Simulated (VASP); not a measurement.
# PPb16 in VASP: single point with PBE

Aim: the single point of PPb16 with PBE.

All numbers are computed with VASP 6.6.1; they aren't measurements. Logs are shortened: lines on timing, memory, paths and dates and some standing lists are left out, and cuts for length are marked.

### 1 The cell of the first run

The cell holds a slab with vacuum, 17 atoms: a = 9.900 Å, b = 7.000 Å, c = 17.250 Å, α = 90.00°, β = 90.00°, γ = 90.00°.

### 2 Single point, PBE

The input, INCAR:

```
SYSTEM = PPb16
  PREC = Accurate
  ENCUT = 400
  EDIFF = 1E-6
  ISMEAR = -1
  SIGMA = 0.05
  LREAL = .False.
  LASPH = .True.
  NELM = 120
  ALGO = Normal
  ISIF = 2
  LWAVE = .False.
  LCHARG = .True.
  GGA = PE
  LELF = .True.
  LVHAR = .True.
  NBANDS = 128
  GGA_COMPAT = .False.
  NELMDL = -8
```

The input, KPOINTS:

```
regular mesh
0
Gamma
  2 3 1
  0 0 0
```

The input, POSCAR:

```
PPb16
1.0
    9.9000000000      0.0000000000      0.0000000000
    0.0000000000      7.0003570000      0.0000000000
    0.0000000000      0.0000000000     17.2502680000
Pb P
16 1
Direct
    0.2500000000      0.2499999643      0.0579701139
    0.7500000000      0.2499999643      0.0579701139
    0.2500000000      0.7500000357      0.0579701139
    0.7500000000      0.7500000357      0.0579701139
   -0.0025466667     -0.0006779654      0.1454776239
    0.5025110101     -0.0006798225      0.1454859716
    0.0257427273      0.4998719351      0.1553473836
    0.4742431313      0.4998753635      0.1553488908
    0.2499222222      0.2504183715      0.2857880817
    0.7500185859      0.2663886999      0.2425573910
    0.2499225253      0.7515135300      0.2862360167
    0.7500191919      0.7330744703      0.2427624893
   -0.0366379798     -0.0005061170      0.3413135958
    0.5365269697     -0.0005041171      0.3412826978
   -0.0063411111      0.4991906841      0.3683407122
    0.5062502020      0.4991933983      0.3682057577
    0.2499460606      0.5009454518      0.4217413898
```

Potentials or basis: VASP PAW PBE potentials, release 64 (Pb_d, P).

Launch:

```console
$ cat potpaw_PBE.64/Pb_d/POTCAR potpaw_PBE.64/P/POTCAR > POTCAR
$ mpirun -np 1 vasp_std > vasp.out
```

OUTCAR:

```text
SYSTEM = PPb16
   PREC = Accurate
   ENCUT = 400
   EDIFF = 1E-6
   ISMEAR = -1
   LREAL = .False.
   LASPH = .True.
   NELM = 120
   ISIF = 2
   GGA = PE
   NELMDL = -8

 ion  position               nearest neighbor table
   1  0.250  0.250  0.058-   8 3.29   7 3.29   6 3.41   5 3.41   3 3.50   3 3.50   9 3.93
   2  0.750  0.250  0.058-  10 3.19   5 3.37   6 3.37   4 3.50   4 3.50   7 3.65   8 3.65
   3  0.250  0.750  0.058-   8 3.29   7 3.29   6 3.40   5 3.40   1 3.50   1 3.50  11 3.94
   4  0.750  0.750  0.058-  12 3.19   5 3.37   6 3.37   2 3.50   2 3.50   7 3.65   8 3.65
   5  0.997  0.999  0.145-   4 3.37   2 3.37  13 3.40   3 3.40   1 3.41  12 3.51  10 3.51   7 3.51
                             7 3.52  11 3.89   9 3.90
   6  0.503  0.999  0.145-   4 3.37   2 3.37  14 3.39   3 3.40   1 3.41  12 3.51  10 3.51   8 3.51
                             8 3.52  11 3.89   9 3.90
   7  0.026  0.500  0.155-   1 3.29   3 3.29   5 3.51   5 3.52  10 3.52  12 3.52   9 3.61  11 3.62
                             2 3.65   4 3.65  15 3.69
   8  0.474  0.500  0.155-   1 3.29   3 3.29   6 3.51   6 3.52  10 3.52  12 3.52   9 3.61  11 3.62
                             2 3.65   4 3.65  16 3.69
   9  0.250  0.250  0.286-  17 2.93  16 3.39  15 3.39  13 3.47  14 3.47  11 3.49  11 3.51   7 3.61
                             8 3.61   5 3.90   6 3.90   1 3.93
  10  0.750  0.266  0.243-   2 3.19  12 3.27  13 3.29  14 3.30   5 3.51   6 3.51   7 3.52   8 3.52
                            16 3.63  15 3.63  12 3.73
  11  0.250  0.752  0.286-  17 2.92  16 3.40  15 3.40  13 3.46  14 3.46   9 3.49   9 3.51   7 3.62
                             8 3.62   5 3.89   6 3.89   3 3.94
  12  0.750  0.733  0.243-   4 3.19  10 3.27  13 3.29  14 3.29   5 3.51   6 3.51   7 3.52   8 3.52
                            16 3.63  15 3.63  10 3.73
  13  0.963  0.999  0.341-  12 3.29  10 3.29   5 3.40  11 3.46   9 3.47  15 3.54  15 3.55
  14  0.537  0.999  0.341-  12 3.29  10 3.30   6 3.39  11 3.46   9 3.47  16 3.54  16 3.55
  15  0.994  0.499  0.368-  17 2.70   9 3.39  11 3.40  13 3.54  13 3.55  10 3.63  12 3.63   7 3.69

  16  0.506  0.499  0.368-  17 2.70   9 3.39  11 3.40  14 3.54  14 3.55  10 3.63  12 3.63   8 3.69

  17  0.250  0.501  0.422-  15 2.70  16 2.70  11 2.92   9 2.93

  LATTYP: Found a simple orthorhombic cell.
 ALAT       =     7.0003570000
 B/A-ratio  =     1.4142135894
 C/A-ratio  =     2.4641983259

  Lattice vectors:

 A1 = (   0.0000000000,  -7.0003570000,   0.0000000000)
 A2 = (   9.9000000000,   0.0000000000,   0.0000000000)
 A3 = (   0.0000000000,   0.0000000000,  17.2502680000)

Analysis of symmetry for initial positions (statically):
=====================================================================
 Subroutine PRICEL returns:
 Original cell was already a primitive cell.

 Routine SETGRP: Setting up the symmetry group for a
 simple orthorhombic supercell.

 Subroutine GETGRP returns: Found  1 space group operations
 (whereof  1 operations were pure point group operations)
 out of a pool of  8 trial point group operations.

The static configuration has the point symmetry C_1 .

Analysis of symmetry for dynamics (positions and initial velocities):
=====================================================================
 Subroutine PRICEL returns:
 Original cell was already a primitive cell.

 Routine SETGRP: Setting up the symmetry group for a
 simple orthorhombic supercell.

 Subroutine GETGRP returns: Found  1 space group operations
 (whereof  1 operations were pure point group operations)
 out of a pool of  8 trial point group operations.

The dynamic configuration has the point symmetry C_1 .

 Subroutine INISYM returns: Found  1 space group operations
 (whereof  1 operations are pure point group operations),
 and found     1 'primitive' translations

----------------------------------------------------------------------------------------

                                     Primitive cell

  volume of cell :    1195.5045

  direct lattice vectors                    reciprocal lattice vectors
     9.900000000  0.000000000  0.000000000     0.101010101  0.000000000  0.000000000
     0.000000000  7.000357000  0.000000000     0.000000000  0.142849858  0.000000000
     0.000000000  0.000000000 17.250268000     0.000000000  0.000000000  0.057970114

  length of vectors
     9.900000000  7.000357000 17.250268000     0.101010101  0.142849858  0.057970114

  position of ions in fractional coordinates (direct lattice)
     0.250000000  0.249999964  0.057970114
     0.750000000  0.249999964  0.057970114
     0.250000000  0.750000036  0.057970114
     0.750000000  0.750000036  0.057970114
     0.997453333  0.999322035  0.145477624
     0.502511010  0.999320178  0.145485972
[... 9 lines left out ...]
     0.506250202  0.499193398  0.368205758
     0.249946061  0.500945452  0.421741390

  ion indices of the primitive-cell ions
   primitive index   ion index
                 1           1
                 2           2
                 3           3
                 4           4
                 5           5
                 6           6
[... 9 lines left out ...]
                16          16
                17          17

----------------------------------------------------------------------------------------

 KPOINTS: regular mesh

Automatic generation of k-mesh.
 Grid dimensions read from file:
 generate k-points for:    2    3    1

 Generating k-lattice:

  Cartesian coordinates                     Fractional coordinates (reciprocal lattice)
     0.050505051  0.000000000  0.000000000     0.500000000  0.000000000  0.000000000
     0.000000000  0.047616619  0.000000000     0.000000000  0.333333333  0.000000000
     0.000000000  0.000000000  0.057970114     0.000000000  0.000000000  1.000000000

  Length of vectors
     0.050505051  0.047616619  0.057970114

  Shift w.r.t. Gamma in fractional coordinates (k-lattice)
     0.000000000  0.000000000  0.000000000

 Subroutine IBZKPT returns following result:
 ===========================================

 Found      4 irreducible k-points:

 Following reciprocal coordinates:
            Coordinates               Weight
  0.000000  0.000000  0.000000      1.000000
  0.500000  0.000000  0.000000      1.000000
  0.000000  0.333333  0.000000      2.000000
  0.500000  0.333333  0.000000      2.000000
   k-points           NKPTS =      4   k-points in BZ     NKDIM =      4   number of bands    NBANDS=    128
   number of dos      NEDOS =    301   number of ions     NIONS =     17
   total plane-waves  NPLWV = 403200
   dimension x,y,z NGX =    70 NGY =   48 NGZ =  120
   dimension x,y,z NGXF=   140 NGYF=   96 NGZF=  240
   ions per type =              16   1
   NGX,Y,Z   is equivalent  to a cutoff of  11.75, 11.40, 11.56 a.u.
   NGXF,Y,Z  is equivalent  to a cutoff of  23.51, 22.80, 23.13 a.u.
 SYSTEM =  PPb16
   PREC   = accura    normal or accurate (medium, high low for compatibility)
   ISTART =      0    job   : 0-new  1-cont  2-samecut
   ICHARG =      2    charge: 1-file 2-atom 10-const
   ISPIN  =      1    spin polarized calculation?
   LNONCOLLINEAR =      F non collinear calculations
   LSORBIT =      F    spin-orbit coupling
   LASPH  =      T    aspherical Exc in radial PAW
   ENCUT  =  400.0 eV  29.40 Ry    5.42 a.u.  16.14 11.42 28.13*2*pi/ulx,y,z
   NELM   =    120;   NELMIN=  2; NELMDL= -8     # of ELM steps
   EDIFF  = 0.1E-05   stopping-criterion for ELM
   LREAL  =      F    real-space projection
   EDIFFG = 0.1E-04   stopping-criterion for IOM
   NSW    =      0    number of steps for IOM
   IBRION =     -1    ionic relax: 0-MD 1-quasi-New 2-CG
   NFREE  =      0    steps in history (QN), initial steepest desc. (CG)
   ISIF   =      2    stress and relaxation
   ISYM   =      2    0-nonsym 1-usesym 2-fastsym
   POTIM  = 0.5000    time-step for ionic-motion
   TEBEG  =    0.0;   TEEND  =   0.0 temperature during run
   PSTRESS=    0.0 pullay stress
   NELECT =     229.0000    total number of electrons
   NUPDOWN=      -1.0000    fix difference up-down
   EMIN   =  10.00;   EMAX   =-10.00  energy-range for DOS
   EFERMI =   0.00;   METHOD = LEGACY
   ISMEAR =    -1;   SIGMA  =   0.05  broadening in eV -4-tet -1-fermi 0-gaus
   EFERMI_NEDOS =   21; number of points for ismear=-14 and -15
   IALGO  =     38    algorithm
   IMIX   =      4    mixing-type and parameters
     AMIX     =   0.40;   BMIX     =  1.00
     AMIX_MAG =   1.60;   BMIX_MAG =  1.00
  volume/ion in A,a.u.               =      70.32       474.57
  Fermi-wavevector in a.u.,A,eV,Ry     =   0.943705  1.783344 12.117064  0.890579
  Thomas-Fermi vector in A             =   2.071438
   LORBIT       =      0    0 simple, 1 ext, 2 COOP (PROOUT), +10 PAW based schemes
   GGA     = PE    functional components
   LHFCALC =     F    Hartree Fock is set to
   AEXX    =    0.0000 exact exchange contribution
   IVDW    =     0    specifies the selected vdW correction
   LEPSILON=     F    determine dielectric tensor
   LRPA    =     F    only Hartree local field effects (RPA)
 non-spin polarized calculation
  energy-cutoff  :      400.00
  volume of cell :     1195.50
 maximum number of plane-waves:     21788
 NGX is ok and might be reduce to    70
   NGX = 33   NGY = 23   NGZ = 57

 number of electron     228.9999980 magnetization

 Free energy of the ion-electron system (eV)
  ---------------------------------------------------
  ext. energy  EPLUGINS =         0.00000000
  ---------------------------------------------------
  free energy    TOTEN  =       -59.02487921 eV

  energy without entropy =      -58.98787682  energy(sigma->0) =      -59.00637802

 E-fermi :   0.7590     XC(G=0):  -5.2186

 val. band max:        0.6320087561   @ k =   0.5000   0.3333   0.0000
 cond. band min:       0.8720906062   @ k =   0.0000   0.3333   0.0000
 fundamental gap:      0.2400818501
 Fermi energy:         0.7590427983

 k-point     1 :       0.0000    0.0000    0.0000
  band No.  band energies     occupation
      1     -16.3955      2.00000
      2     -16.3841      2.00000
      3     -16.3752      2.00000
      4     -16.3633      2.00000
      5     -16.3610      2.00000
      6     -16.3603      2.00000
[... 118 lines left out ...]
    125       2.6752      0.00000
    126       2.7866      0.00000

 k-point     2 :       0.5000    0.0000    0.0000
  band No.  band energies     occupation
      1     -16.3924      2.00000
      2     -16.3850      2.00000
      3     -16.3686      2.00000
      4     -16.3633      2.00000
      5     -16.3597      2.00000
      6     -16.3491      2.00000
[... 118 lines left out ...]
    125       2.8281      0.00000
    126       2.9572      0.00000

 k-point     3 :       0.0000    0.3333    0.0000
  band No.  band energies     occupation
      1     -16.3750      2.00000
      2     -16.3716      2.00000
      3     -16.3648      2.00000
      4     -16.3611      2.00000
      5     -16.3526      2.00000
      6     -16.3441      2.00000
[... 118 lines left out ...]
    125       2.3337      0.00000
    126       2.6440      0.00000

 k-point     4 :       0.5000    0.3333    0.0000
  band No.  band energies     occupation
      1     -16.3720      2.00000
      2     -16.3710      2.00000
      3     -16.3635      2.00000
      4     -16.3624      2.00000
      5     -16.3513      2.00000
      6     -16.3394      2.00000
[... 118 lines left out ...]
    125       2.6633      0.00000
    126       2.8646      0.00000
 [bands above 126 left out]

------------------------ aborting loop because EDIFF is reached ----------------------------------------

  FORCE on cell =-STRESS in cart. coord.  units (eV):
  Direction    XX          YY          ZZ          XY          YZ          ZX
  --------------------------------------------------------------------------------------
  -------------------------------------------------------------------------------------
  Total        1.2592911      0.1399171     -0.2538878      0.0000418      0.0041008      0.0041443
  in kB        1.6876620      0.1875124     -0.3402524      0.0000560      0.0054958      0.0055540
  external PRESSURE =       0.5116407 kB  Pullay stress =       0.0000000 kB

 VOLUME and BASIS-vectors are now :
 -----------------------------------------------------------------------------
  energy-cutoff  :      400.00
  volume of cell :     1195.50
      direct lattice vectors                 reciprocal lattice vectors
     9.900000000  0.000000000  0.000000000     0.101010101  0.000000000  0.000000000
     0.000000000  7.000357000  0.000000000     0.000000000  0.142849858  0.000000000
     0.000000000  0.000000000 17.250268000     0.000000000  0.000000000  0.057970114

 POSITION                                       TOTAL-FORCE (eV/Angst)
 -----------------------------------------------------------------------------------
      2.47500      1.75009      1.00000        -0.000130      0.023705      0.006474
      7.42500      1.75009      1.00000        -0.000486     -0.044076     -0.015677
      2.47500      5.25027      1.00000        -0.000163     -0.026308      0.005042
      7.42500      5.25027      1.00000        -0.000478      0.039734     -0.012030
      9.87479      6.99561      2.50953        -0.010340      0.011525     -0.003019
      4.97486      6.99560      2.50967         0.011146      0.011582     -0.003029
[... 9 lines left out ...]
      5.01188      3.49453      6.35165         0.002144      0.002430      0.001125
      2.47447      3.50680      7.27515         0.001475     -0.000572      0.005760
 -----------------------------------------------------------------------------------
    total drift:                                0.000063     -0.000706     -0.000559

  FREE ENERGIE OF THE ION-ELECTRON SYSTEM (eV)
  ---------------------------------------------------
  free  energy   TOTEN  =       -59.0248792097 eV

  energy  without entropy=      -58.9878768215  energy(sigma->0) =      -59.00637802
```

Wall time 34 min (1 thread of Intel Xeon 8259CL, shared host); peak memory 0.93 GiB.

Results:

| Quantity | Value |
| --- | --- |
| Free energy | -59.0249 eV |
| Largest force | 0.047 eV/Å |
| Band gap on the k mesh | zero (an odd number of electrons rules out a gap without spin polarisation) |

Forces in eV/Å, atoms in the order of the input:
```
Pb   0.000  0.024  0.006
Pb   0.000 -0.044 -0.016
Pb   0.000 -0.026  0.005
Pb   0.000  0.040 -0.012
Pb  -0.010  0.012 -0.003
Pb   0.011  0.012 -0.003
Pb  -0.003 -0.001  0.008
Pb   0.003 -0.001  0.008
Pb   0.000 -0.010  0.001
Pb   0.000 -0.008  0.010
Pb   0.000 -0.017 -0.013
Pb   0.000  0.001  0.000
Pb  -0.002  0.008  0.001
Pb   0.002  0.008  0.001
Pb  -0.003  0.002  0.000
Pb   0.002  0.002  0.001
P    0.001 -0.001  0.006
```

Levels at points of the mesh, in eV from the Fermi level:
| k point | band 111 | band 112 | band 113 | band 114 | band 115 | band 116 | band 117 | band 118 |
| --- | --- | --- | --- | --- | --- | --- | --- | --- |
| (0.00, 0.00, 0.00) | -0.91 | -0.78 | -0.69 | -0.32 | 0.13 | 0.41 | 0.73 | 0.90 |
| (0.50, 0.00, 0.00) | -0.73 | -0.71 | -0.27 | 0.24 | 0.26 | 0.28 | 0.68 | 0.76 |

Caveat: spin-orbit coupling is left out, which moves the levels of the heavy elements.
